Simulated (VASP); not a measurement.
# LiAl16O24 (a cell with a defect) in VASP: a series of runs

Runs on LiAl16O24 (a cell with a defect). Level: PBE. Tasks: relaxation of the atoms.

All numbers are computed with VASP 6.6.1; they aren't measurements. Logs are shortened: lines on timing, memory, paths and dates and some standing lists are left out, and cuts for length are marked.

## 1. The cell of the first run

The cell holds a defect, 41 atoms: a = 5.181 Å, b = 10.361 Å, c = 10.361 Å, α = 55.29°, β = 55.29°, γ = 55.29°.

## 2. Relaxation of the atoms, PBE

INCAR reads:

```
PREC     = Accurate       # precision mode
ENCUT    = 520            # plane-wave cutoff, eV
EDIFF    = 1E-7           # SCF threshold, eV
ISMEAR   = -1             # smearing method
SIGMA    = 0.01           # smearing width, eV
LREAL    = Auto         
LASPH    = True           # aspherical terms in the spheres
NELM     = 80             # most SCF steps
ALGO     = Normal         # electronic algorithm
ISIF     = 2              # what is computed and relaxed
LWAVE    = False          # write WAVECAR
LCHARG   = False          # write CHGCAR
GGA      = PE             # functional
IBRION   = 2              # ionic algorithm
NSW      = 90             # ionic steps
EDIFFG   = -0.02          # ionic threshold
NELECT   = 194.0
```

KPOINTS reads:

```
regular mesh
0
Gamma
  1 1 1
```

POSCAR reads:

```
LiAl16O24
1.0
    2.4039417600      1.3879164200      4.3742070900
   -4.8078835200      2.7758328500      8.7484141900
    0.0000000000     -5.5516656900      8.7484141900
Al O Li
16 24 1
Direct
    0.6478877100      0.3239438500      0.3239438500
    0.8521122900      0.4260561500      0.4260561500
    0.1478877100      0.0739438500      0.0739438500
    0.3521122900      0.1760561500      0.1760561500
    0.6478877100      0.3239438500      0.8239438500
    0.8521122900      0.4260561500      0.9260561500
    0.1478877100      0.0739438500      0.5739438500
    0.3521122900      0.1760561500      0.6760561500
    0.6478877100      0.8239438500      0.3239438500
    0.8521122900      0.9260561500      0.4260561500
    0.1478877100      0.5739438500      0.0739438500
    0.3521122900      0.6760561500      0.1760561500
    0.6478877100      0.8239438500      0.8239438500
    0.8521122900      0.9260561500      0.9260561500
    0.1478877100      0.5739438500      0.5739438500
    0.3521122900      0.6760561500      0.6760561500
    0.4438508600      0.0280745700      0.3750000000
    0.9438508600      0.1250000000      0.2780745700
    0.0561491400      0.3750000000      0.2219254300
    0.7500000000      0.2219254300      0.0280745700
    0.2500000000      0.2780745700      0.4719254300
    0.5561491400      0.4719254300      0.1250000000
    0.4438508600      0.0280745700      0.8750000000
    0.9438508600      0.1250000000      0.7780745700
    0.0561491400      0.3750000000      0.7219254300
    0.7500000000      0.2219254300      0.5280745700
    0.2500000000      0.2780745700      0.9719254300
    0.5561491400      0.4719254300      0.6250000000
    0.4438508600      0.5280745700      0.3750000000
    0.9438508600      0.6250000000      0.2780745700
    0.0561491400      0.8750000000      0.2219254300
    0.7500000000      0.7219254300      0.0280745700
    0.2500000000      0.7780745700      0.4719254300
    0.5561491400      0.9719254300      0.1250000000
    0.4438508600      0.5280745700      0.8750000000
    0.9438508600      0.6250000000      0.7780745700
    0.0561491400      0.8750000000      0.7219254300
    0.7500000000      0.7219254300      0.5280745700
    0.2500000000      0.7780745700      0.9719254300
    0.5561491400      0.9719254300      0.6250000000
    0.9896780000      0.4959250000      0.0092370000
```

Potentials or basis: VASP PAW PBE potentials, release 64 (Al, O, Li_sv).

On the command line:

```
cat potpaw_PBE.64/Al/POTCAR potpaw_PBE.64/O/POTCAR potpaw_PBE.64/Li_sv/POTCAR > POTCAR
mpirun -np 1 vasp_gam > vasp.out
```

OUTCAR:

```text
PREC = Accurate
   ENCUT = 520
   EDIFF = 1E-7
   ISMEAR = -1
   LREAL = Auto
   LASPH = True
   NELM = 80
   ISIF = 2
   GGA = PE
   IBRION = 2
   NSW = 90
   EDIFFG = -0.02
   NELECT = 194.0

 ion  position               nearest neighbor table
   1  0.648  0.324  0.324-  18 1.87  22 1.87  21 1.87  19 1.99  26 1.99  29 1.99   2 2.68  41 2.71
                             4 2.82   8 2.82  12 2.82   6 3.25  10 3.25   2 3.25
   2  0.852  0.426  0.426-  28 1.87  30 1.87  21 1.87  29 1.99  26 1.99  19 1.99   1 2.68  15 2.82
                            11 2.82   7 2.82   5 3.25   9 3.25   1 3.25
   3  0.148  0.074  0.074-  23 1.87  31 1.87  20 1.87  34 1.99  27 1.99  18 1.99   4 2.68  14 2.82
                            10 2.82   6 2.82   8 3.25  12 3.25   4 3.25
   4  0.352  0.176  0.176-  19 1.87  17 1.87  20 1.87  18 1.99  27 1.99  34 1.99   3 2.68  41 2.75
                             1 2.82   5 2.82   9 2.82   7 3.25  11 3.25   3 3.25
   5  0.648  0.324  0.824-  24 1.87  28 1.87  27 1.87  25 1.99  20 1.99  35 1.99   6 2.68   8 2.82
                             4 2.82  16 2.82  41 2.83   2 3.25  14 3.25   6 3.25
   6  0.852  0.426  0.926-  22 1.87  36 1.87  27 1.87  41 1.94  35 1.99  20 1.99  25 1.99   5 2.68
                            11 2.82  15 2.82   3 2.82   1 3.25  13 3.25   5 3.25
   7  0.148  0.074  0.574-  17 1.87  37 1.87  26 1.87  40 1.99  21 1.99  24 1.99   8 2.68  10 2.82
                            14 2.82   2 2.82   4 3.25  16 3.25   8 3.25
   8  0.352  0.176  0.676-  25 1.87  23 1.87  26 1.87  24 1.99  21 1.99  40 1.99   7 2.68   5 2.82
                             1 2.82  13 2.82   3 3.25  15 3.25   7 3.25
   9  0.648  0.824  0.324-  30 1.87  34 1.87  33 1.87  31 1.99  38 1.99  17 1.99  10 2.68  12 2.82
[... 27 lines left out ...]
  29  0.444  0.528  0.375-  15 1.87  12 1.87   2 1.99   1 1.99
  30  0.944  0.625  0.278-   9 1.87   2 1.87  12 1.99  11 1.99
  31  0.056  0.875  0.222-  12 1.87   3 1.87   9 1.99  10 1.99
  32  0.750  0.722  0.028-  12 1.87  11 1.87  14 1.99  13 1.99  41 2.00
  33  0.250  0.778  0.472-   9 1.87  10 1.87  15 1.99  16 1.99
  34  0.556  0.972  0.125-  14 1.87   9 1.87   3 1.99   4 1.99
  35  0.444  0.528  0.875-  11 1.87  16 1.87   6 1.99   5 1.99  41 2.05
  36  0.944  0.625  0.778-  13 1.87   6 1.87  16 1.99  15 1.99  41 2.05
  37  0.056  0.875  0.722-  16 1.87   7 1.87  13 1.99  14 1.99
  38  0.750  0.722  0.528-  16 1.87  15 1.87  10 1.99   9 1.99
  39  0.250  0.778  0.972-  13 1.87  14 1.87  11 1.99  12 1.99
  40  0.556  0.972  0.625-  10 1.87  13 1.87   7 1.99   8 1.99
  41  0.990  0.496  0.009-  11 1.94   6 1.94  19 1.94  22 1.94  32 2.00  27 2.00  35 2.05  36 2.05
                             1 2.71  12 2.74   4 2.75  13 2.82   5 2.83  16 2.86

  LATTYP: Found a base centered monoclinic cell.
 ALAT       =    14.1357249055
 B/A-ratio  =     0.6802457681
 C/A-ratio  =     0.3664920511
 COS(beta)  =    -0.1016821385

  Lattice vectors:

 A1 = (   7.2118252800,  -1.3879164300,  -4.3742071000)
 A2 = (   2.4039417600,   6.9395821100,  -4.3742071000)
 A3 = (   2.4039417600,   1.3879164200,   4.3742070900)

Analysis of symmetry for initial positions (statically):
=====================================================================
 Subroutine PRICEL returns:
 Original cell was already a primitive cell.

 Routine SETGRP: Setting up the symmetry group for a
 base centered monoclinic supercell.

 Subroutine GETGRP returns: Found  1 space group operations
 (whereof  1 operations were pure point group operations)
 out of a pool of  4 trial point group operations.

The static configuration has the point symmetry C_1 .

Analysis of symmetry for dynamics (positions and initial velocities):
=====================================================================
 Subroutine PRICEL returns:
 Original cell was already a primitive cell.

 Routine SETGRP: Setting up the symmetry group for a
 base centered monoclinic supercell.

 Subroutine GETGRP returns: Found  1 space group operations
 (whereof  1 operations were pure point group operations)
 out of a pool of  4 trial point group operations.

The dynamic configuration has the point symmetry C_1 .

 Subroutine INISYM returns: Found  1 space group operations
 (whereof  1 operations are pure point group operations),
 and found     1 'primitive' translations

----------------------------------------------------------------------------------------

                                     Primitive cell

  volume of cell :     350.2659

[... 114 lines left out ...]
     0.000000000  0.000000000  0.000000000

 Subroutine IBZKPT returns following result:
 ===========================================

 Found      1 irreducible k-points:

 Following reciprocal coordinates:
            Coordinates               Weight
  0.000000  0.000000  0.000000      1.000000
   k-points           NKPTS =      1   k-points in BZ     NKDIM =      1   number of bands    NBANDS=    118
   number of dos      NEDOS =    301   number of ions     NIONS =     41
   total plane-waves  NPLWV = 256000
   dimension x,y,z NGX =    40 NGY =   80 NGZ =   80
   dimension x,y,z NGXF=    80 NGYF=  160 NGZF=  160
   ions per type =              16  24   1
   NGX,Y,Z   is equivalent  to a cutoff of  12.84, 12.84, 12.84 a.u.
   NGXF,Y,Z  is equivalent  to a cutoff of  25.67, 25.67, 25.67 a.u.
 SYSTEM =  unknown system
   PREC   = accura    normal or accurate (medium, high low for compatibility)
   ISTART =      0    job   : 0-new  1-cont  2-samecut
   ICHARG =      2    charge: 1-file 2-atom 10-const
   ISPIN  =      1    spin polarized calculation?
   LNONCOLLINEAR =      F non collinear calculations
   LSORBIT =      F    spin-orbit coupling
   LASPH  =      T    aspherical Exc in radial PAW
   ENCUT  =  520.0 eV  38.22 Ry    6.18 a.u.   9.63 19.27 19.27*2*pi/ulx,y,z
   NELM   =     80;   NELMIN=  2; NELMDL= -5     # of ELM steps
   EDIFF  = 0.1E-06   stopping-criterion for ELM
   LREAL  =      T    real-space projection
   EDIFFG = -.2E-01   stopping-criterion for IOM
   NSW    =     90    number of steps for IOM
   IBRION =      2    ionic relax: 0-MD 1-quasi-New 2-CG
   NFREE  =      1    steps in history (QN), initial steepest desc. (CG)
   ISIF   =      2    stress and relaxation
   ISYM   =      2    0-nonsym 1-usesym 2-fastsym
   POTIM  = 0.5000    time-step for ionic-motion
   TEBEG  =    0.0;   TEEND  =   0.0 temperature during run
   PSTRESS=    0.0 pullay stress
   NELECT =     194.0000    total number of electrons
   NUPDOWN=      -1.0000    fix difference up-down
   EMIN   =  10.00;   EMAX   =-10.00  energy-range for DOS
   EFERMI =   0.00;   METHOD = LEGACY
   ISMEAR =    -1;   SIGMA  =   0.01  broadening in eV -4-tet -1-fermi 0-gaus
   EFERMI_NEDOS =   21; number of points for ismear=-14 and -15
   IALGO  =     38    algorithm
   IMIX   =      4    mixing-type and parameters
     AMIX     =   0.40;   BMIX     =  1.00
     AMIX_MAG =   1.60;   BMIX_MAG =  1.00
  volume/ion in A,a.u.               =       8.54        57.65
  Fermi-wavevector in a.u.,A,eV,Ry     =   1.344444  2.540631 24.592943  1.807530
  Thomas-Fermi vector in A             =   2.472437
   LORBIT       =      0    0 simple, 1 ext, 2 COOP (PROOUT), +10 PAW based schemes
   GGA     = PE    functional components
   LHFCALC =     F    Hartree Fock is set to
   AEXX    =    0.0000 exact exchange contribution
   IVDW    =     0    specifies the selected vdW correction
   LEPSILON=     F    determine dielectric tensor
   LRPA    =     F    only Hartree local field effects (RPA)
 conjugate gradient relaxation of ions
 non-spin polarized calculation
  energy-cutoff  :      520.00
  volume of cell :      350.27
 maximum number of plane-waves:      4692
 NGX is ok and might be reduce to    40
   NGX = 19   NGY = 39   NGZ = 39

--------------------------------------- Ionic step        1  -------------------------------------------

 number of electron     194.0000031 magnetization

 Free energy of the ion-electron system (eV)
  ---------------------------------------------------
  ext. energy  EPLUGINS =         0.00000000
  ---------------------------------------------------
  free energy    TOTEN  =      -306.03986913 eV

  energy without entropy =     -306.03986913  energy(sigma->0) =     -306.03986913

------------------------ aborting loop because EDIFF is reached ----------------------------------------

  FORCE on cell =-STRESS in cart. coord.  units (eV):
  Direction    XX          YY          ZZ          XY          YZ          ZX
  --------------------------------------------------------------------------------------
  -------------------------------------------------------------------------------------
  Total      -11.5939113     -6.1651688      3.7391479     -4.4485639      0.3903206      0.8545785
  in kB      -53.0325752    -28.2005589     17.1035156    -20.3485080      1.7853947      3.9089915
  external PRESSURE =     -21.3765395 kB  Pullay stress =       0.0000000 kB
[... 206 lines left out ...]
  FREE ENERGIE OF THE ION-ELECTRON SYSTEM (eV)
  ---------------------------------------------------
  free  energy   TOTEN  =      -307.3900600602 eV

  energy  without entropy=     -307.3900600602  energy(sigma->0) =     -307.39006006

[... ionic steps 4 to 15 ...]

--------------------------------------- Ionic step       16  -------------------------------------------

 number of electron     194.0000011 magnetization

------------------------ aborting loop because EDIFF is reached ----------------------------------------
[... 145 lines left out ...]
--------------------------------------- Ionic step       18  -------------------------------------------

 number of electron     194.0000011 magnetization

 Free energy of the ion-electron system (eV)
  ---------------------------------------------------
  ext. energy  EPLUGINS =         0.00000000
  ---------------------------------------------------
  free energy    TOTEN  =      -307.87701234 eV

  energy without entropy =     -307.87701234  energy(sigma->0) =     -307.87701234

 E-fermi :   6.4382     XC(G=0): -11.5759

 val. band max:        6.0522257702   @ k =   0.0000   0.0000   0.0000
 cond. band min:      11.8129414646   @ k =   0.0000   0.0000   0.0000
 fundamental gap:      5.7607156944
 Fermi energy:         6.4382284851

 k-point     1 :       0.0000    0.0000    0.0000
  band No.  band energies     occupation
      1     -36.7059      2.00000
      2     -13.0503      2.00000
      3     -12.0686      2.00000
      4     -12.0315      2.00000
      5     -11.9176      2.00000
      6     -11.8805      2.00000
[... 101 lines left out ...]
    108      15.4458      0.00000
    109      15.5152      0.00000
 [bands above 109 left out]

------------------------ aborting loop because EDIFF is reached ----------------------------------------

  FORCE on cell =-STRESS in cart. coord.  units (eV):
  Direction    XX          YY          ZZ          XY          YZ          ZX
  --------------------------------------------------------------------------------------
  -------------------------------------------------------------------------------------
  Total       -9.4702790     -3.9577288      0.2693229     -5.4023465     -0.8833140     -0.8500951
  in kB      -43.3187101    -18.1033429      1.2319301    -24.7112766     -4.0404324     -3.8884835
  external PRESSURE =     -20.0633743 kB  Pullay stress =       0.0000000 kB
[... 56 lines left out ...]
  FREE ENERGIE OF THE ION-ELECTRON SYSTEM (eV)
  ---------------------------------------------------
  free  energy   TOTEN  =      -307.8770123380 eV

  energy  without entropy=     -307.8770123380  energy(sigma->0) =     -307.87701234

 reached required accuracy - stopping structural energy minimisation
```

It took 11 min on 1 thread of AMD EPYC 9R45 (Zen 5), shared host; peak memory 0.56 GiB.

Results:

```yaml
Free_energy: -307.8770 eV
Energy_gained_by_relaxing: 44.8 meV/atom
Ionic_steps: 18
Largest_force_after_relaxing: 0.019 eV/Å
```

Forces in eV/Å, atoms in the order of the input:
```
Al  -0.008  0.002 -0.002
Al   0.017 -0.001  0.009
Al  -0.004 -0.001 -0.002
Al   0.001 -0.010  0.015
Al   0.008  0.003  0.002
Al  -0.003  0.002  0.004
Al   0.003 -0.004  0.002
Al   0.001  0.009 -0.001
Al  -0.002 -0.007  0.000
Al  -0.003  0.003 -0.001
Al   0.005 -0.003 -0.002
Al  -0.009 -0.003 -0.005
Al  -0.003  0.011 -0.016
Al   0.003  0.000  0.002
Al  -0.016  0.001 -0.008
Al   0.007 -0.001  0.004
O    0.007  0.006  0.005
O    0.000  0.001 -0.004
O    0.001 -0.003  0.002
O    0.000  0.006  0.002
O   -0.009 -0.002  0.003
O    0.003  0.003  0.007
O    0.003 -0.004 -0.003
O    0.000 -0.004 -0.004
O    0.009  0.002  0.001
O   -0.004 -0.004  0.001
O   -0.007 -0.001  0.005
O    0.001 -0.003 -0.009
O   -0.001  0.001  0.010
O   -0.007 -0.004 -0.002
O    0.001  0.003  0.004
O    0.006  0.002 -0.006
O    0.004  0.005 -0.001
O   -0.003  0.003  0.003
O   -0.002 -0.004 -0.008
O   -0.002  0.003 -0.002
O   -0.001 -0.002  0.004
O    0.011  0.002 -0.003
O    0.003 -0.007 -0.002
O   -0.005 -0.005 -0.005
Li  -0.007  0.005  0.001
```

The path:
```csv
step,energy change (eV),largest force (eV/Å),pressure (GPa)
1,0.0000,5.0379,-2.14
2,-0.8331,2.6900,-1.30
3,-1.3502,1.0443,-2.13
4,-1.6661,0.8280,-2.17
5,-1.6676,0.8537,-2.16
6,-1.7826,0.2576,-2.07
7,-1.7853,0.2780,-2.04
8,-1.8125,0.1716,-1.99
9,-1.8125,0.1708,-1.99
10,-1.8284,0.1104,-1.97
11,-1.8294,0.1171,-1.96
12,-1.8343,0.0914,-1.98
13,-1.8344,0.0985,-1.98
14,-1.8361,0.0429,-2.01
15,-1.8362,0.0394,-2.01
16,-1.8368,0.0247,-2.01
17,-1.8368,0.0249,-2.01
18,-1.8371,0.0194,-2.01
```

Final structure:
```
Al O Li
1.0
     2.40394    1.38792    4.37421
    -4.80788    2.77583    8.74841
     0.00000   -5.55167    8.74841
Al O Li
16 24 1
Direct
  0.64576 0.32221 0.32706
  0.85363 0.42698 0.42502
  0.14705 0.07254 0.07531
  0.35257 0.17221 0.18103
  0.64137 0.31969 0.81670
  0.83273 0.41564 0.91917
  0.14619 0.07213 0.57423
  0.35213 0.17419 0.67624
  0.64733 0.82558 0.32428
  0.85325 0.92770 0.42623
  0.16677 0.58424 0.08120
  0.35815 0.68015 0.18372
  0.64703 0.82753 0.81946
  0.85242 0.92731 0.92513
  0.14588 0.57285 0.57536
  0.35364 0.67757 0.67343
  0.44492 0.02294 0.37940
  0.94547 0.13029 0.27265
  0.06286 0.37544 0.22031
  0.74736 0.21293 0.03281
  0.24926 0.28465 0.46421
  0.57229 0.47538 0.11744
  0.44490 0.02302 0.87940
  0.94470 0.12655 0.77204
  0.04637 0.37121 0.72313
  0.74944 0.21564 0.53344
  0.23579 0.29031 0.96133
  0.55012 0.47711 0.62093
  0.44938 0.52270 0.37947
  0.95311 0.62864 0.27725
  0.05478 0.87328 0.22841
  0.76376 0.70946 0.03908
  0.24996 0.78417 0.46703
  0.55459 0.97679 0.12108
  0.42720 0.52445 0.88300
  0.93673 0.62434 0.78013
  0.05400 0.86953 0.72779
  0.75017 0.71515 0.53624
  0.25213 0.78693 0.96760
  0.55451 0.97686 0.62109
  0.99994 0.49964 0.00039
```

Caveat: the k points lie up to 1.22 Å⁻¹ apart, too coarse for converged energies, forces and pressures; the cell carries a net charge on a neutralising background, which shifts energy and pressure; the cell is charged against a uniform background, so pressure and absolute levels hang on convention; the cutoff is under 1.25 times the usual one of these potentials, so pressure, stress and relaxed cells hold a basis-set (Pulay) error.

(Part 1 of 2 ends here.)
